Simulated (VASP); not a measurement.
A run of VASP 6.6.1:

Contents of INCAR:

```
ALGO = Normal ; EDIFF = 1E-6
ENCUT = 520 ; GGA = PS
ISIF = 2 ; ISMEAR = 0
LASPH = T ; LCHARG = T
LELF = T ; LREAL = F
LVHAR = T ; LWAVE = F
NBANDS = 10 ; NELM = 100
PREC = Accurate ; SIGMA = 0.15
```

Contents of KPOINTS:

```
k-points
0
Gamma
  22 22 22
```

The input POSCAR:

```
Ir
1.0
    0.0000000000      1.9197000000      1.8429120000
    1.9197000000      0.0000000000      1.8429120000
    1.9197000000      1.9197000000      0.0000000000
Ir
1
Direct
    0.0000000000      0.0000000000      0.0000000000
```

Potentials or basis: VASP PAW PBE potentials, release 64 (Ir).

Command:

```bash
$ cat potpaw_PBE.64/Ir/POTCAR > POTCAR
$ mpirun -np 1 vasp_std > vasp.out
```

Hardware: 1 thread of Intel(R) Xeon(R) Platinum 8375C CPU @ 2.90GHz (Ice Lake), on a shared host.

Problem. How long does it take, and how much memory?

Solution. Wall time 77 s on 1 thread of Intel(R) Xeon(R) Platinum 8375C CPU @ 2.90GHz (Ice Lake) (shared host), peak memory 0.23 GiB. Counts: scf iterations 12, k points 834.
